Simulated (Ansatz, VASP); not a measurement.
Ge4N: VASP beside Ansatz

```
CELL_PARAMETERS angstrom
4.09748 0.00000 0.00000
0.00000 4.09748 0.00000
0.00000 0.00000 5.33088
ATOMIC_POSITIONS crystal
Ge 0.50000 0.00000 0.67685
Ge 0.00000 0.50000 0.67685
Ge 0.50000 0.00000 0.17690
Ge 0.00000 0.50000 0.17690
N 0.50000 0.50000 0.17678
```

Alike in both runs: functional PBE; k mesh 4 × 4 × 4; occupations gaussian, width 0.1 eV; no spin polarisation.

Ansatz relaxed the structure, and its values are those at the end. VASP's run is a single point on that final structure, the one shown.

|  | VASP | Ansatz |
| --- | --- | --- |
| version | VASP 6.6.1 | Ansatz 0.2.0 |
| potentials or method | VASP PAW PBE potentials, release 64 (Ge_d, N), cutoff 520 eV | scalar-relativistic, plane waves, PAW |
| valence electrons in the cell | 61 | 61 |

```tsv
	VASP	Ansatz	Ansatz less VASP
gap on the k mesh at the Fermi level (eV)	none	none	-
pressure (GPa)	0.1	0.1	-0.03
```

A gap of «none» marks a metal or a gap that the smearing closes.

The k mesh is coarse, so the values compare programs but aren't converged.
